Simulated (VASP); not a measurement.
# Ba3Ca4O7 in VASP: notebook

The runs below take Ba3Ca4O7 through single point, with PBE.

Program: VASP 6.6.1. These are calculated values, not measurements. Logs are shortened: lines on timing, memory, paths and dates and some standing lists are left out, and cuts for length are marked.

**1. The cell of the first run**

The cell holds a disordered packing, 14 atoms: a = 6.146 Å, b = 6.162 Å, c = 6.124 Å, α = 88.94°, β = 86.17°, γ = 89.12°.

**2. Single point, PBE**

INCAR reads:

```
SYSTEM = Ba3Ca4O7
ALGO = Normal
EDIFF = 1E-6
ENCUT = 1000
GGA = PE
GGA_COMPAT = .FALSE.
ISIF = 2
ISMEAR = -1
ISYM = 0
LASPH = .TRUE.
LCHARG = .FALSE.
LREAL = .FALSE.
LWAVE = .FALSE.
NBANDS = 69
NELM = 120
PREC = Accurate
SIGMA = 0.1172
```

KPOINTS reads:

```
k-points
0
G
  1 1 1
  0 0 0
```

POSCAR reads:

```
Ba3Ca4O7
1.0
    6.1422690000      0.0463550000      0.2046950000
    0.0463550000      6.1618090000      0.0560510000
    0.2046950000      0.0560510000      6.1205050000
Ba O Ca
3 7 4
Direct
    0.8786839173      0.9264248577      0.7801391806
    0.2286331887      0.3932002316      0.6671421171
    0.2558192288      0.8250266028      0.3354472412
    0.1493559639      0.1468090874     -0.0419787608
   -0.0301790359      0.6145668990      0.4772100355
    0.6087522596      0.5902671287      0.1731455809
    0.0196533246      0.1866275735      0.4636404023
    0.5537331117     -0.0954562566      0.5620760083
    0.6244411280      0.1123001575      0.0360191663
    0.1168746977      0.6215143204      0.0038490018
    0.3631469072      0.3519085908      0.1433659176
    0.8766703588      0.3684464978      0.1556974737
    0.7838026847      0.8843202802      0.2898282860
    0.4185745257      0.8708562433      0.8825380462
```

Potentials or basis: VASP PAW PBE potentials, release 64 (Ba_sv, O_h, Ca_sv).

Started as:

```bash
> cat potpaw_PBE.64/Ba_sv/POTCAR potpaw_PBE.64/O_h/POTCAR potpaw_PBE.64/Ca_sv/POTCAR > POTCAR
> mpirun -np 1 vasp_gam > vasp.out
```

OUTCAR:

```text
SYSTEM = Ba3Ca4O7
   EDIFF = 1E-6
   ENCUT = 1000
   GGA = PE
   ISIF = 2
   ISMEAR = -1
   ISYM = 0
   LASPH = .TRUE.
   LREAL = .FALSE.
   NELM = 120
   PREC = Accurate

 ion  position               nearest neighbor table
   1  0.879  0.926  0.780-   9 2.43   8 2.48   4 2.48   7 2.60   5 2.72  10 2.76  14 2.88  13 3.11
                            13 3.14  14 3.43   3 3.51  12 3.60   2 3.65   2 3.95   3 4.27
   2  0.229  0.393  0.667-   7 2.27   4 2.35   5 2.42  10 2.57  11 3.09  11 3.27   3 3.32  14 3.50
                            12 3.58   1 3.65  14 3.66  12 3.93   1 3.95   3 4.08
   3  0.256  0.825  0.335-   5 2.31   8 2.43  10 2.60   6 2.73   7 2.74  14 2.90  13 2.95   4 3.11
                            11 3.21  13 3.26   2 3.32  11 3.49   1 3.51  14 3.58  12 3.90   2 4.08
   4  0.149  0.147  0.958-  11 2.22   2 2.35   1 2.48   3 3.11
   5  0.970  0.615  0.477-   3 2.31  13 2.33   2 2.42   1 2.72
   6  0.609  0.590  0.173-  12 2.12  11 2.14  13 2.27   3 2.73
   7  0.020  0.187  0.464-   2 2.27   1 2.60   3 2.74
   8  0.554  0.905  0.562-  14 2.09  13 2.12   3 2.43   1 2.48
   9  0.624  0.112  0.036-  14 2.23  11 2.24  13 2.33   1 2.43
  10  0.117  0.622  0.004-  12 2.30   2 2.57   3 2.60   1 2.76
  11  0.363  0.352  0.143-   6 2.14   4 2.22   9 2.24  12 2.99   2 3.09  12 3.17   3 3.21   2 3.27
                             3 3.49
  12  0.877  0.368  0.156-   6 2.12  10 2.30  11 2.99  13 3.13  11 3.17   2 3.58   1 3.60   3 3.90
                             2 3.93
  13  0.784  0.884  0.290-   8 2.12   6 2.27   9 2.33   5 2.33   3 2.95   1 3.11  12 3.13   1 3.14
                             3 3.26
  14  0.419  0.871  0.883-   8 2.09   9 2.23   1 2.88   3 2.90   1 3.43   2 3.50   3 3.58   2 3.66

IMPORTANT INFORMATION: All symmetrisations will be switched off!
NOSYMM: (Re-)initialisation of all symmetry stuff for point group C_1.

----------------------------------------------------------------------------------------

                                     Primitive cell

  volume of cell :     231.3562

  direct lattice vectors                    reciprocal lattice vectors
     6.142269000  0.046355000  0.204695000     0.162996474 -0.001176725 -0.005440500
     0.046355000  6.161809000  0.056051000    -0.001176725  0.162312019 -0.001447083
     0.204695000  0.056051000  6.120505000    -0.005440500 -0.001447083  0.163580416

  length of vectors
     6.145853667  6.162238283  6.124183473     0.163091491  0.162322735  0.163677260

  position of ions in fractional coordinates (direct lattice)
     0.878683917  0.926424858  0.780139181
     0.228633189  0.393200232  0.667142117
     0.255819229  0.825026603  0.335447241
     0.149355964  0.146809087  0.958021239
     0.969820964  0.614566899  0.477210036
[... 92 lines left out ...]
   IMIX   =      4    mixing-type and parameters
     AMIX     =   0.40;   BMIX     =  1.00
     AMIX_MAG =   1.60;   BMIX_MAG =  1.00
  volume/ion in A,a.u.               =      16.53       111.52
  Fermi-wavevector in a.u.,A,eV,Ry     =   1.285446  2.429141 22.481875  1.652371
  Thomas-Fermi vector in A             =   2.417580
   LORBIT       =      0    0 simple, 1 ext, 2 COOP (PROOUT), +10 PAW based schemes
   GGA     = PE    functional components
   LHFCALC =     F    Hartree Fock is set to
   AEXX    =    0.0000 exact exchange contribution
   IVDW    =     0    specifies the selected vdW correction
   LEPSILON=     F    determine dielectric tensor
   LRPA    =     F    only Hartree local field effects (RPA)
 non-spin polarized calculation
  energy-cutoff  :     1000.00
  volume of cell :      231.36
 maximum number of plane-waves:      8306
 NGX is ok and might be reduce to    64
   NGX = 31   NGY = 31   NGZ = 31

 number of electron     112.0000000 magnetization

 Free energy of the ion-electron system (eV)
  ---------------------------------------------------
  ext. energy  EPLUGINS =         0.00000000
  ---------------------------------------------------
  free energy    TOTEN  =       -77.77281309 eV

  energy without entropy =      -77.77275213  energy(sigma->0) =      -77.77278261

 E-fermi :   4.1773     XC(G=0):  -9.9745

 val. band max:        2.7600542121   @ k =   0.0000   0.0000   0.0000
 cond. band min:       5.5266225808   @ k =   0.0000   0.0000   0.0000
 fundamental gap:      2.7665683687
 Fermi energy:         4.1772965419

 k-point     1 :       0.0000    0.0000    0.0000
  band No.  band energies     occupation
      1     -36.0995      2.00000
      2     -35.9384      2.00000
      3     -35.4874      2.00000
      4     -34.9743      2.00000
      5     -23.0486      2.00000
      6     -22.6968      2.00000
[... 60 lines left out ...]
     67       8.5104      0.00000
     68       8.7602      0.00000
 [bands above 68 left out]

------------------------ aborting loop because EDIFF is reached ----------------------------------------

  FORCE on cell =-STRESS in cart. coord.  units (eV):
  Direction    XX          YY          ZZ          XY          YZ          ZX
  --------------------------------------------------------------------------------------
  -------------------------------------------------------------------------------------
  Total       25.9357251     18.8369577     31.4413821      2.4709917      1.7000269      0.4963910
  in kB      179.6089104    130.4488473    217.7364370     17.1120000     11.7729492      3.4375842
  external PRESSURE =     175.9313982 kB  Pullay stress =       0.0000000 kB

 VOLUME and BASIS-vectors are now :
 -----------------------------------------------------------------------------
  energy-cutoff  :     1000.00
  volume of cell :      231.36
      direct lattice vectors                 reciprocal lattice vectors
     6.142269000  0.046355000  0.204695000     0.162996474 -0.001176725 -0.005440500
     0.046355000  6.161809000  0.056051000    -0.001176725  0.162312019 -0.001447083
     0.204695000  0.056051000  6.120505000    -0.005440500 -0.001447083  0.163580416

 POSITION                                       TOTAL-FORCE (eV/Angst)
 -----------------------------------------------------------------------------------
      5.59975      5.79291      5.00663         1.534966     -0.891514     -0.294766
      1.55911      2.47082      4.15209         1.682963      0.633367     -0.327857
      1.67822      5.11432      2.15172         0.301739      1.416913     -0.574175
      1.12029      0.96523      5.90237         0.416812     -1.180112      0.718341
      6.08307      3.85855      3.15373        -0.719732      0.841148      0.054960
      3.80192      3.67504      1.21743        -1.128259      1.373008     -0.596271
      0.22427      1.17686      2.85220        -0.398761     -2.102010     -1.843720
      3.55816      5.63080      3.60424        -0.981215      0.353163     -0.047412
      3.84806      0.72294      0.35457        -0.557107      0.018508      1.164059
      0.74747      3.83529      0.08232         0.798233      0.405728     -0.333951
      2.27620      2.19326      0.97153        -0.252266     -0.460485      0.251671
      5.43369      2.31966      1.15305         0.714036      0.368635      1.030522
      4.91465      5.50159      1.98390        -0.316488     -0.945332      0.112459
      2.79202      5.43492      5.53607        -1.094919      0.168982      0.686139
 -----------------------------------------------------------------------------------
    total drift:                               -0.000078     -0.001420      0.000017

  FREE ENERGIE OF THE ION-ELECTRON SYSTEM (eV)
  ---------------------------------------------------
  free  energy   TOTEN  =       -77.7728130912 eV

  energy  without entropy=      -77.7727521322  energy(sigma->0) =      -77.77278261
```

OSZICAR:

```text
N       E                     dE             d eps       ncg     rms          rms(c)
DAV:   1     0.208089932691E+04    0.20809E+04   -0.92786E+04   138   0.280E+03
DAV:   2     0.293666013529E+03   -0.17872E+04   -0.17226E+04   151   0.638E+02
DAV:   3    -0.610103760275E+02   -0.35468E+03   -0.34250E+03   204   0.223E+02
DAV:   4    -0.947061686420E+02   -0.33696E+02   -0.33267E+02   196   0.626E+01
DAV:   5    -0.963085748944E+02   -0.16024E+01   -0.15995E+01   220   0.141E+01    0.292E+01
DAV:   6    -0.778794795703E+02    0.18429E+02   -0.99902E+01   220   0.443E+01    0.151E+01
DAV:   7    -0.780866538006E+02   -0.20717E+00   -0.15287E+01   188   0.158E+01    0.858E+00
DAV:   8    -0.778160813487E+02    0.27057E+00   -0.21104E+00   188   0.672E+00    0.228E+00
DAV:   9    -0.777496175708E+02    0.66464E-01   -0.45226E-01   196   0.280E+00    0.672E-01
DAV:  10    -0.777645649987E+02   -0.14947E-01   -0.10674E-01   180   0.130E+00    0.445E-01
DAV:  11    -0.777689203263E+02   -0.43553E-02   -0.17868E-02   180   0.574E-01    0.262E-01
DAV:  12    -0.777724063888E+02   -0.34861E-02   -0.11797E-02   172   0.435E-01    0.117E-01
DAV:  13    -0.777726001651E+02   -0.19378E-03   -0.13835E-03   180   0.163E-01    0.601E-02
DAV:  14    -0.777727582126E+02   -0.15805E-03   -0.82672E-04   188   0.110E-01    0.387E-02
DAV:  15    -0.777727971280E+02   -0.38915E-04   -0.13906E-04   172   0.554E-02    0.259E-02
DAV:  16    -0.777728114142E+02   -0.14286E-04   -0.14531E-04   188   0.427E-02    0.135E-02
DAV:  17    -0.777728127662E+02   -0.13520E-05   -0.30673E-05   172   0.216E-02    0.785E-03
DAV:  18    -0.777728130912E+02   -0.32497E-06   -0.91011E-06   156   0.118E-02
   1 F= -.77772813E+02 E0= -.77772783E+02  d E =-.609590E-04
```

Wall time 33 s (1 thread of AMD EPYC 9R45 (Zen 5), shared host); peak memory 0.53 GiB.

Results:

| Item | Value |
| --- | --- |
| Free energy | -77.7728 eV |
| Pressure | 17.6 GPa |
| Largest force | 2.824 eV/Å |

Forces in eV/Å, atoms in the order of the input:
```
Ba   1.535 -0.892 -0.295
Ba   1.683  0.633 -0.328
Ba   0.302  1.417 -0.574
O    0.417 -1.180  0.718
O   -0.720  0.841  0.055
O   -1.128  1.373 -0.596
O   -0.399 -2.102 -1.844
O   -0.981  0.353 -0.047
O   -0.557  0.019  1.164
O    0.798  0.406 -0.334
Ca  -0.252 -0.460  0.252
Ca   0.714  0.369  1.031
Ca  -0.316 -0.945  0.112
Ca  -1.095  0.169  0.686
```

Stress tensor (GPa, compression positive):
```
17.96  1.71  0.34
 1.71 13.04  1.18
 0.34  1.18 21.77
```

Levels at points of the mesh, in eV from the Fermi level:
| k point | band 54 | band 55 | band 56 | band 57 | band 58 | band 59 |
| --- | --- | --- | --- | --- | --- | --- |
| (0.00, 0.00, 0.00) | -1.66 | -1.47 | -1.42 | 1.35 | 2.06 | 2.63 |

Caveat: the k points lie up to 1.03 Å⁻¹ apart, too coarse for converged energies, forces and pressures; the atoms stand as in a frame of molecular dynamics; spin-orbit coupling is left out, which moves the levels of the heavy elements.

**3. Single point, PBE**

INCAR is that of step 2.

KPOINTS is that of step 2.

POSCAR reads:

```
Ba3Ca4O7
1.0
    6.1422690000      0.0463550000      0.2046950000
    0.0463550000      6.1618090000      0.0560510000
    0.2046950000      0.0560510000      6.1205050000
Ba O Ca
3 7 4
Direct
    0.8897538037      0.9263068156      0.7924709516
    0.2382488408      0.3861016712      0.6474500501
    0.2586405728      0.8539612546      0.3143489280
    0.1592794019      0.0926736693     -0.0274008679
   -0.0658908305      0.6273816282      0.4967191687
    0.5429011283      0.5664126438      0.2862266853
   -0.0114585302      0.1623059676      0.4699610722
    0.5053033066      0.0027340073      0.5546419284
    0.6124231642      0.0782840843      0.0355666958
    0.1948493635      0.5906396873     -0.0444627748
    0.3917071600      0.3300666322      0.0826010171
    0.8706852971      0.4247062194      0.2553527633
    0.7434648431      0.8942590509      0.3124871804
    0.3990908403      0.8717590014      0.8467589091
```

Potentials or basis: VASP PAW PBE potentials, release 64 (Ba_sv, O_h, Ca_sv).

Started as:

```bash
> cat potpaw_PBE.64/Ba_sv/POTCAR potpaw_PBE.64/O_h/POTCAR potpaw_PBE.64/Ca_sv/POTCAR > POTCAR
> mpirun -np 1 vasp_gam > vasp.out
```

Wall time 80 s (1 thread of Intel Xeon Platinum 8488C (Sapphire Rapids), shared host); peak memory 0.56 GiB.

The run converged. Its results:

| Property | Result |
| --- | --- |
| Free energy | -77.4866 eV |
| Pressure | 21.6 GPa |
| Largest force | 2.604 eV/Å |

Forces on the atoms (eV/Å):
```
Ba  -0.487 -0.876 -0.534
Ba   0.855 -0.933 -2.276
Ba  -1.471  0.147 -0.432
O    0.109  0.578  0.339
O    0.877  1.572  0.489
O    0.313  0.069 -0.455
O   -0.191 -0.796 -1.173
O    0.328  0.478 -0.681
O    0.460 -0.888  0.709
O   -1.156  1.453  1.557
Ca  -0.242  0.874  1.397
Ca  -0.227 -2.067 -0.982
Ca   0.461  0.408  0.949
Ca   0.370 -0.018  1.092
```

Stress tensor (GPa, compression positive):
```
21.47 -0.70  4.63
-0.70 18.81  3.97
 4.63  3.97 24.48
```

Levels at points of the mesh, in eV from the Fermi level:
```csv
k point,band 52,band 53,band 54,band 55,band 56,band 57,band 58,band 59,band 60,band 61
"(0.00, 0.00, 0.00)",-1.85,-1.71,-1.63,-1.46,-1.40,1.33,2.49,2.93,3.36,3.59
```

Caveat: the k points lie up to 1.03 Å⁻¹ apart, too coarse for converged energies, forces and pressures; the atoms stand as in a frame of molecular dynamics; spin-orbit coupling is left out, which moves the levels of the heavy elements.
